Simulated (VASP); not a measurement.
# BaTiO3 (Pm-3m) in VASP: notebook

The runs below take BaTiO3 through single point, with r2SCAN.

All numbers are computed with VASP 6.6.1; they aren't measurements. Logs are shortened: lines on timing, memory, paths and dates and some standing lists are left out, and cuts for length are marked.

### Step 1. The cell of the first run

The structure is cubic, space group Pm-3m (No. 221). Conventional cell: a = 3.918 Å, b = 3.918 Å, c = 3.918 Å, α = 90.00°, β = 90.00°, γ = 90.00°. Ba (site symmetry m-3m) has 12 O at 2.77 Å and 8 Ti at 3.39 Å within 3.7 Å. Within 2.6 Å of Ti (site symmetry m-3m) lie 6 O at 1.96 Å. O (site symmetry 4/mmm) has 2 Ti at 1.96 Å within 2.6 Å.

### Step 2. Single point, r2SCAN

POSCAR

```
BaTiO3
1.0
    3.9175082749      0.0000000000      0.0000000000
    0.0000000000      3.9175082749      0.0000000000
    0.0000000000      0.0000000000      3.9175082749
Ba Ti O
1 1 3
Direct
    0.5000000000      0.5000000000      0.5000000000
    0.0000000000      0.0000000000      0.0000000000
    0.5000000000      0.0000000000      0.0000000000
    0.0000000000      0.5000000000      0.0000000000
    0.0000000000      0.0000000000      0.5000000000
```

INCAR.step1

```
SYSTEM = BaTiO3
  PREC = Accurate
  ENCUT = 520
  ISMEAR = 0
  SIGMA = 0.02
  LREAL = .FALSE.
  LASPH = .TRUE.
  NELM = 80
  NBANDS = 28
  GGA = PE
  ALGO = Normal
  EDIFF = 1E-4
  LWAVE = .TRUE.
  LCHARG = .FALSE.
```

INCAR.step2

```
SYSTEM = BaTiO3
  PREC = Accurate
  ENCUT = 520
  EDIFF = 1E-7
  ISMEAR = 0
  SIGMA = 0.02
  LREAL = .FALSE.
  LASPH = .TRUE.
  NELM = 80
  ALGO = Normal
  ISIF = 2
  LWAVE = .FALSE.
  LCHARG = .FALSE.
  METAGGA = R2SCAN
  LMIXTAU = .TRUE.
  NBANDS = 28
  ISTART = 1
```

KPOINTS

```
Automatic mesh
0
G
  8 8 8
  0 0 0
```

Potentials or basis: VASP PAW PBE potentials, release 64 (Ba_sv, Ti_sv, O).

The run is started by

```bash
cat potpaw_PBE.64/Ba_sv/POTCAR potpaw_PBE.64/Ti_sv/POTCAR potpaw_PBE.64/O/POTCAR > POTCAR
cp INCAR.step1 INCAR
mpirun -np 1 vasp_std > vasp.out
cp INCAR.step2 INCAR
mpirun -np 1 vasp_std > vasp.out
```

OUTCAR:

```text
SYSTEM = BaTiO3
   PREC = Accurate
   ENCUT = 520
   EDIFF = 1E-7
   ISMEAR = 0
   LREAL = .FALSE.
   LASPH = .TRUE.
   NELM = 80
   ISIF = 2
   METAGGA = R2SCAN
   ISTART = 1

 ion  position               nearest neighbor table
   1  0.500  0.500  0.500-   3 2.77   4 2.77   5 2.77   3 2.77   4 2.77   3 2.77   5 2.77   3 2.77
                             4 2.77   5 2.77   4 2.77   5 2.77   2 3.39   2 3.39   2 3.39   2 3.39
   2  0.000  0.000  0.000-   3 1.96   4 1.96   5 1.96   5 1.96   4 1.96   3 1.96   1 3.39   1 3.39
                             1 3.39   1 3.39   1 3.39   1 3.39   1 3.39   1 3.39
   3  0.500  0.000  0.000-   2 1.96   2 1.96   1 2.77   1 2.77   1 2.77   1 2.77
   4  0.000  0.500  0.000-   2 1.96   2 1.96   1 2.77   1 2.77   1 2.77   1 2.77
   5  0.000  0.000  0.500-   2 1.96   2 1.96   1 2.77   1 2.77   1 2.77   1 2.77

  LATTYP: Found a simple cubic cell.
 ALAT       =     3.9175082749

  Lattice vectors:

 A1 = (   3.9175082749,   0.0000000000,   0.0000000000)
 A2 = (   0.0000000000,   3.9175082749,   0.0000000000)
 A3 = (   0.0000000000,   0.0000000000,   3.9175082749)

Analysis of symmetry for initial positions (statically):
=====================================================================
 Subroutine PRICEL returns:
 Original cell was already a primitive cell.

 Routine SETGRP: Setting up the symmetry group for a
 simple cubic supercell.

 Subroutine GETGRP returns: Found 48 space group operations
 (whereof 48 operations were pure point group operations)
 out of a pool of 48 trial point group operations.

The static configuration has the point symmetry O_h .

Analysis of symmetry for dynamics (positions and initial velocities):
=====================================================================
 Subroutine PRICEL returns:
 Original cell was already a primitive cell.

 Routine SETGRP: Setting up the symmetry group for a
 simple cubic supercell.

 Subroutine GETGRP returns: Found 48 space group operations
 (whereof 48 operations were pure point group operations)
 out of a pool of 48 trial point group operations.

The dynamic configuration has the point symmetry O_h .

 Subroutine INISYM returns: Found 48 space group operations
 (whereof 48 operations are pure point group operations),
 and found     1 'primitive' translations

----------------------------------------------------------------------------------------

                                     Primitive cell

  volume of cell :      60.1215

  direct lattice vectors                    reciprocal lattice vectors
     3.917508275  0.000000000  0.000000000     0.255264298  0.000000000  0.000000000
     0.000000000  3.917508275  0.000000000     0.000000000  0.255264298  0.000000000
     0.000000000  0.000000000  3.917508275     0.000000000  0.000000000  0.255264298

  length of vectors
     3.917508275  3.917508275  3.917508275     0.255264298  0.255264298  0.255264298

  position of ions in fractional coordinates (direct lattice)
     0.500000000  0.500000000  0.500000000
     0.000000000  0.000000000  0.000000000
     0.500000000  0.000000000  0.000000000
     0.000000000  0.500000000  0.000000000
     0.000000000  0.000000000  0.500000000

  ion indices of the primitive-cell ions
   primitive index   ion index
                 1           1
                 2           2
                 3           3
                 4           4
                 5           5

----------------------------------------------------------------------------------------

 KPOINTS: Automatic mesh

Automatic generation of k-mesh.
 Grid dimensions read from file:
 generate k-points for:    8    8    8

 Generating k-lattice:

  Cartesian coordinates                     Fractional coordinates (reciprocal lattice)
     0.031908037  0.000000000  0.000000000     0.125000000  0.000000000  0.000000000
     0.000000000  0.031908037  0.000000000     0.000000000  0.125000000  0.000000000
     0.000000000  0.000000000  0.031908037     0.000000000  0.000000000  0.125000000

  Length of vectors
[... 55 lines left out ...]
      2     -29.7712      2.00000
      3     -29.7292      2.00000
      4     -29.7292      2.00000
      5     -21.2060      2.00000
      6     -14.0864      2.00000
[... 20 lines left out ...]
     27      10.9951      0.00000
     28      13.4111      0.00000

 k-point     4 :       0.3750    0.0000    0.0000
  band No.  band energies     occupation
      1     -54.5286      2.00000
      2     -29.7995      2.00000
      3     -29.7282      2.00000
      4     -29.7282      2.00000
      5     -21.1394      2.00000
      6     -14.2475      2.00000
[... 20 lines left out ...]
     27      12.1122      0.00000
     28      13.2678      0.00000

 k-point     5 :       0.5000    0.0000    0.0000
  band No.  band energies     occupation
      1     -54.5284      2.00000
      2     -29.8111      2.00000
      3     -29.7278      2.00000
      4     -29.7278      2.00000
      5     -21.1112      2.00000
      6     -14.3192      2.00000
[... 20 lines left out ...]
     27      12.6810      0.00000
     28      13.2075      0.00000

 k-point     6 :       0.1250    0.1250    0.0000
  band No.  band energies     occupation
      1     -54.5296      2.00000
      2     -29.7425      2.00000
      3     -29.7418      2.00000
      4     -29.7298      2.00000
      5     -21.2458      2.00000
      6     -13.9682      2.00000
[... 463 lines left out ...]
      5     -21.0645      2.00000
      6     -13.9176      2.00000
[... 20 lines left out ...]
     27      13.1487      0.00000
     28      13.7855      0.00000

 k-point    22 :       0.5000    0.2500    0.1250
  band No.  band energies     occupation
      1     -54.5274      2.00000
      2     -29.8079      2.00000
      3     -29.7667      2.00000
      4     -29.7379      2.00000
      5     -21.0431      2.00000
      6     -13.9389      2.00000
[... 20 lines left out ...]
     27      13.4758      0.00000
     28      13.7119      0.00000

 k-point    23 :       0.3750    0.3750    0.1250
  band No.  band energies     occupation
      1     -54.5270      2.00000
      2     -29.7952      2.00000
      3     -29.7945      2.00000
      4     -29.7373      2.00000
      5     -21.0226      2.00000
      6     -13.7595      2.00000
[... 20 lines left out ...]
     27      13.4148      0.00000
     28      14.0453      0.00000

 k-point    24 :       0.5000    0.3750    0.1250
  band No.  band energies     occupation
      1     -54.5268      2.00000
      2     -29.8062      2.00000
      3     -29.7942      2.00000
      4     -29.7369      2.00000
      5     -21.0051      2.00000
      6     -13.7094      2.00000
[... 20 lines left out ...]
     27      13.2235      0.00000
     28      14.2185      0.00000

 [... further k-points ...]

------------------------ aborting loop because EDIFF is reached ----------------------------------------

  FORCE on cell =-STRESS in cart. coord.  units (eV):
  Direction    XX          YY          ZZ          XY          YZ          ZX
  --------------------------------------------------------------------------------------
  -------------------------------------------------------------------------------------
  Total        5.4136868      5.4136868      5.4136868     -0.0000000      0.0000000      0.0000000
  in kB      144.2693049    144.2693049    144.2693049     -0.0000000      0.0000000      0.0000000
  external PRESSURE =     144.2693049 kB  Pullay stress =       0.0000000 kB

 VOLUME and BASIS-vectors are now :
 -----------------------------------------------------------------------------
  energy-cutoff  :      520.00
  volume of cell :       60.12
      direct lattice vectors                 reciprocal lattice vectors
     3.917508275  0.000000000  0.000000000     0.255264298  0.000000000  0.000000000
     0.000000000  3.917508275  0.000000000     0.000000000  0.255264298  0.000000000
     0.000000000  0.000000000  3.917508275     0.000000000  0.000000000  0.255264298

 POSITION                                       TOTAL-FORCE (eV/Angst)
 -----------------------------------------------------------------------------------
      1.95875      1.95875      1.95875         0.000000      0.000000      0.000000
      0.00000      0.00000      0.00000         0.000000      0.000000      0.000000
      1.95875      0.00000      0.00000         0.000000      0.000000      0.000000
      0.00000      1.95875      0.00000         0.000000      0.000000      0.000000
      0.00000      0.00000      1.95875         0.000000      0.000000      0.000000
 -----------------------------------------------------------------------------------
    total drift:                                0.000000     -0.000000      0.000000

  FREE ENERGIE OF THE ION-ELECTRON SYSTEM (eV)
  ---------------------------------------------------
  free  energy   TOTEN  =       -74.0487697870 eV

  energy  without entropy=      -74.0487697870  energy(sigma->0) =      -74.04876979
```

It took 1.9 min on 1 thread of Intel Xeon 6975P-C (Granite Rapids), shared host; peak memory 0.21 GiB.

What came out:

```
Free energy            : -74.0488 eV
Pressure               : 14.4 GPa
Band gap on the k mesh : 2.28 eV (least direct gap 2.37 eV)
```

Levels at points of the mesh, in eV from the valence-band top:
```csv
k point,band 16,band 17,band 18,band 19,band 20,band 21,band 22,band 23,band 24,band 25
"(0.00, 0.00, 0.00)",-1.23,-1.23,-0.09,-0.09,-0.09,2.28,2.28,2.28,4.64,4.64
"(0.50, 0.00, 0.00)",-2.02,-1.90,-1.90,-0.74,-0.74,2.47,4.21,4.21,4.66,6.98
"(0.50, 0.50, 0.00)",-2.92,-1.75,-0.84,-0.84,-0.10,4.22,4.22,4.69,5.67,8.86
"(0.50, 0.50, 0.50)",-2.38,-2.38,0.00,0.00,0.00,4.99,4.99,4.99,7.73,7.73
```

Caveat: the cell stands under pressure; the PAW data sets were made with another functional, which shifts forces and pressure a little; spin-orbit coupling is left out, which moves the levels of the heavy elements.

### Step 3. Single point, r2SCAN

This run uses another cell than the first one, of 12.47 Å³/atom.

POSCAR, as its differences from that of step 2:

```diff
@@ -2,5 +2,5 @@
 1.0
-    3.9175082749      0.0000000000      0.0000000000
-    0.0000000000      3.9175082749      0.0000000000
-    0.0000000000      0.0000000000      3.9175082749
+    3.9657302901      0.0000000000      0.0000000000
+    0.0000000000      3.9657302901      0.0000000000
+    0.0000000000      0.0000000000      3.9657302901
 Ba Ti O
```

INCAR.step1

```
SYSTEM = BaTiO3
ALGO     = Normal         ! electronic algorithm
EDIFF    = 1E-4           ! SCF threshold, eV
ENCUT    = 520            ! plane-wave cutoff, eV
GGA      = PE             ! functional
ISMEAR   = 0              ! smearing method
LASPH    = .True.         ! aspherical terms in the spheres
LCHARG   = .False.        ! write CHGCAR
LREAL    = .False.        ! projectors in reciprocal space
LWAVE    = .True.         ! write WAVECAR
NBANDS   = 28             ! bands
NELM     = 80             ! most SCF steps
PREC     = Accurate       ! precision mode
SIGMA    = 0.02           ! smearing width, eV
```

INCAR.step2

```
SYSTEM = BaTiO3
ALGO     = Normal         ! electronic algorithm
EDIFF    = 1E-6           ! SCF threshold, eV
ENCUT    = 520            ! plane-wave cutoff, eV
ISIF     = 2              ! what is computed and relaxed
ISMEAR   = 0              ! smearing method
ISTART   = 1            
LASPH    = .True.         ! aspherical terms in the spheres
LCHARG   = .True.         ! write CHGCAR
LELF     = .True.         ! ELF
LMIXTAU  = .True.       
LREAL    = .False.        ! projectors in reciprocal space
LVHAR    = .True.       
LWAVE    = .False.        ! write WAVECAR
METAGGA  = R2SCAN         ! meta-GGA
NBANDS   = 28             ! bands
NELM     = 80             ! most SCF steps
PREC     = Accurate       ! precision mode
SIGMA    = 0.02           ! smearing width, eV
```

KPOINTS

```
k-points
0
Gamma
  8 8 8
  0 0 0
```

Potentials or basis: VASP PAW PBE potentials, release 64 (Ba_sv, Ti_sv, O).

The run is started by

```bash
cat potpaw_PBE.64/Ba_sv/POTCAR potpaw_PBE.64/Ti_sv/POTCAR potpaw_PBE.64/O/POTCAR > POTCAR
cp INCAR.step1 INCAR
mpirun -np 1 vasp_std > vasp.out
cp INCAR.step2 INCAR
mpirun -np 1 vasp_std > vasp.out
```

Wall time 94 s (1 thread of Intel Xeon 6975P-C (Granite Rapids), shared host); peak memory 0.21 GiB.

Results (log left out):

```
Free energy            : -74.1946 eV
Pressure               : 6.2 GPa
Band gap on the k mesh : 2.20 eV (least direct gap 2.33 eV)
```

Levels at points of the mesh, in eV from the valence-band top:
```csv
k point,band 18,band 19,band 20,band 21,band 22,band 23
"(0.00, 0.00, 0.00)",-0.13,-0.13,-0.13,2.20,2.20,2.20
"(0.50, 0.00, 0.00)",-1.86,-0.75,-0.75,2.36,4.00,4.00
"(0.50, 0.50, 0.00)",-0.87,-0.87,-0.09,4.01,4.01,4.47
"(0.50, 0.50, 0.50)",0.00,0.00,0.00,4.73,4.73,4.73
```

Caveat: the cell stands under pressure; the PAW data sets were made with another functional, which shifts forces and pressure a little; spin-orbit coupling is left out, which moves the levels of the heavy elements. A k mesh can miss the band edges.

### Step 4. Single point, r2SCAN

This run uses another cell than the first one, of 12.68 Å³/atom.

POSCAR, as its differences from that of step 3:

```diff
@@ -2,5 +2,5 @@
 1.0
-    3.9657302901      0.0000000000      0.0000000000
-    0.0000000000      3.9657302901      0.0000000000
-    0.0000000000      0.0000000000      3.9657302901
+    3.9873407164      0.0000000000      0.0000000000
+    0.0000000000      3.9873407164      0.0000000000
+    0.0000000000      0.0000000000      3.9873407164
 Ba Ti O
```

INCAR.step1

```
  PREC = Accurate
  ENCUT = 520
  ISMEAR = 0
  SIGMA = 0.02
  LREAL = False
  LASPH = True
  NELM = 80
  NBANDS = 28
  GGA = PE
  ALGO = Normal
  EDIFF = 1E-4
  LWAVE = True
  LCHARG = False
```

INCAR.step2

```
  PREC = Accurate
  ENCUT = 520
  EDIFF = 1E-6
  ISMEAR = 0
  SIGMA = 0.02
  LREAL = False
  LASPH = True
  NELM = 80
  ALGO = Normal
  ISIF = 2
  LWAVE = False
  LCHARG = False
  METAGGA = R2SCAN
  LMIXTAU = True
  NBANDS = 28
  ISTART = 1
```

KPOINTS

```
Automatic mesh
0
Gamma
  8 8 8
```

The run is started by

```bash
cat potpaw_PBE.64/Ba_sv/POTCAR potpaw_PBE.64/Ti_sv/POTCAR potpaw_PBE.64/O/POTCAR > POTCAR
cp INCAR.step1 INCAR
mpirun -np 1 vasp_std > vasp.out
cp INCAR.step2 INCAR
mpirun -np 1 vasp_std > vasp.out
```

It took 94 s on 1 thread of Intel Xeon 6975P-C (Granite Rapids), shared host; peak memory 0.21 GiB.

It converged, with:

| Item | Value |
| --- | --- |
| Free energy | -74.2251 eV |
| Pressure | 2.9 GPa |
| Band gap on the k mesh | 2.16 eV (least direct gap 2.31 eV) |

Levels at points of the mesh, in eV from the valence-band top:
| k point | band 16 | band 17 | band 18 | band 19 | band 20 | band 21 | band 22 | band 23 | band 24 | band 25 |
| --- | --- | --- | --- | --- | --- | --- | --- | --- | --- | --- |
| (0.00, 0.00, 0.00) | -1.14 | -1.14 | -0.15 | -0.15 | -0.15 | 2.16 | 2.16 | 2.16 | 4.25 | 4.25 |
| (0.50, 0.00, 0.00) | -1.96 | -1.84 | -1.84 | -0.75 | -0.75 | 2.32 | 3.91 | 3.91 | 4.26 | 6.42 |
| (0.50, 0.50, 0.00) | -2.72 | -1.78 | -0.88 | -0.88 | -0.09 | 3.92 | 3.92 | 4.37 | 5.18 | 8.22 |
| (0.50, 0.50, 0.50) | -2.42 | -2.42 | 0.00 | 0.00 | 0.00 | 4.62 | 4.62 | 4.62 | 7.47 | 7.47 |

Caveat: the PAW data sets were made with another functional, which shifts forces and pressure a little; spin-orbit coupling is left out, which moves the levels of the heavy elements.

### Step 5. Single point, r2SCAN

This run uses another cell than the first one, of 12.68 Å³/atom.

POSCAR is that of step 4.

INCAR.step1

```
SYSTEM = BaTiO3
ALGO = Normal
EDIFF = 1E-4
ENCUT = 520
GGA = PE
ISMEAR = 0
LASPH = .True.
LCHARG = .False.
LREAL = .False.
LWAVE = .True.
NBANDS = 28
NELM = 100
PREC = Accurate
SIGMA = 0.02
```

INCAR.step2

```
SYSTEM = BaTiO3
ALGO = Normal
EDIFF = 1E-6
ENCUT = 520
ISIF = 2
ISMEAR = 0
ISTART = 1
LASPH = .True.
LCHARG = .False.
LMIXTAU = .True.
LREAL = .False.
LWAVE = .False.
METAGGA = R2SCAN
NBANDS = 28
NELM = 100
PREC = Accurate
SIGMA = 0.02
```

KPOINTS

```
k-points
0
Gamma
  8 8 8
  0 0 0
```

The run is started by

```bash
cat potpaw_PBE.64/Ba_sv/POTCAR potpaw_PBE.64/Ti_sv/POTCAR potpaw_PBE.64/O/POTCAR > POTCAR
cp INCAR.step1 INCAR
mpirun -np 1 vasp_std > vasp.out
cp INCAR.step2 INCAR
mpirun -np 1 vasp_std > vasp.out
```

Wall time 93 s (1 thread of Intel Xeon 6975P-C (Granite Rapids), shared host); peak memory 0.21 GiB.

Results (log left out):

```yaml
Free_energy: -74.2251 eV
Pressure: 2.9 GPa
Band_gap_on_the_k_mesh: 2.16 eV (least direct gap 2.31 eV)
```

Levels at points of the mesh, in eV from the valence-band top:
```csv
k point,band 16,band 17,band 18,band 19,band 20,band 21,band 22,band 23,band 24,band 25
"(0.00, 0.00, 0.00)",-1.14,-1.14,-0.15,-0.15,-0.15,2.16,2.16,2.16,4.25,4.25
"(0.50, 0.00, 0.00)",-1.96,-1.84,-1.84,-0.75,-0.75,2.32,3.91,3.91,4.26,6.42
"(0.50, 0.50, 0.00)",-2.72,-1.78,-0.88,-0.88,-0.09,3.92,3.92,4.37,5.18,8.22
"(0.50, 0.50, 0.50)",-2.42,-2.42,0.00,0.00,0.00,4.62,4.62,4.62,7.47,7.47
```

Caveat: the PAW data sets were made with another functional, which shifts forces and pressure a little; spin-orbit coupling is left out, which moves the levels of the heavy elements. A k mesh can miss the band edges.

### Step 6. The runs side by side

```csv
cell,gap on the mesh (eV),pressure (GPa)
"a = 3.918 Å, 5 atoms",2.28,14.4
"a = 3.966 Å, 5 atoms",2.20,6.2
"a = 3.987 Å, 5 atoms",2.16,2.9
```

Alike in all rows: task single point; level r2SCAN; potentials or basis VASP PAW PBE potentials, release 64 (Ba_sv, Ti_sv, O); no spin polarisation; k mesh 8 × 8 × 8; cutoff (eV) 520; smearing gaussian 0.02 eV.

Caveats: the PAW data sets were made with another functional, which shifts forces and pressure a little; spin-orbit coupling is left out, which moves the levels of the heavy elements; the cell stands under pressure (at least some runs).

Total energies depend on the potentials used, so only differences within one code and one set of settings carry meaning.
